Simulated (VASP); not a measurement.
## ZnS: single point with LDA

The system is ZnS.

```
Zn S
1.0
     2.66171    2.66171    0.00000
    -2.66171    2.66171    0.00000
     0.00000    2.66171    2.64052
Zn S
1 1
Direct
  0.75000 0.25000 0.50000
  0.00000 0.00000 0.00000
```

This cell differs from its parent crystal: in-plane strain +0.005.

```json
{
  "Program": "VASP 6.6.1",
  "Task": "single point",
  "Functional": "LDA",
  "Potentials or basis": "VASP PAW LDA potentials, release 64 (Zn, S)",
  "Cutoff": "520 eV",
  "k mesh": "8 × 8 × 8",
  "Occupations": "gaussian, width 0.01 eV",
  "Spin": "no spin polarisation",
  "Dipole correction": "no",
  "Further INCAR settings": "ALGO = Normal; EDIFF = 1e-06; NBANDS = 16"
}
```

```json
{
 "Pressure": "-0.4 GPa",
 "Band gap on the k mesh": "2.11 eV, direct"
}
```

Stress tensor (GPa, compression positive):
```
-0.50  0.00  0.00
 0.00 -0.50  0.00
 0.00  0.00 -0.14
```

Levels at points of the mesh, in eV from the valence-band top:
| k point | band 5 | band 6 | band 7 | band 8 | band 9 | band 10 | band 11 | band 12 | band 13 | band 14 |
| --- | --- | --- | --- | --- | --- | --- | --- | --- | --- | --- |
| (0.00, 0.00, 0.00) | -6.20 | -6.20 | -0.03 | -0.03 | 0.00 | 2.11 | 6.20 | 6.20 | 6.20 | 11.73 |
| (0.50, 0.00, 0.00) | -6.16 | -5.98 | -5.75 | -1.00 | -0.95 | 3.20 | 6.71 | 6.78 | 8.80 | 12.09 |
| (0.50, 0.50, 0.00) | -6.11 | -5.96 | -4.92 | -2.46 | -2.44 | 3.07 | 3.90 | 11.06 | 12.09 | 12.17 |
| (0.00, 0.00, 0.50) | -6.11 | -5.95 | -4.87 | -2.50 | -2.50 | 3.02 | 3.82 | 11.15 | 12.12 | 12.12 |

Run time: 45 s on 1 thread of Intel(R) Xeon(R) Platinum 8175M CPU @ 2.50GHz (Skylake/Cascade Lake) (shared host), peak memory 0.16 GiB.

Caveat: the cell differs from its parent crystal (in-plane strain +0.005).
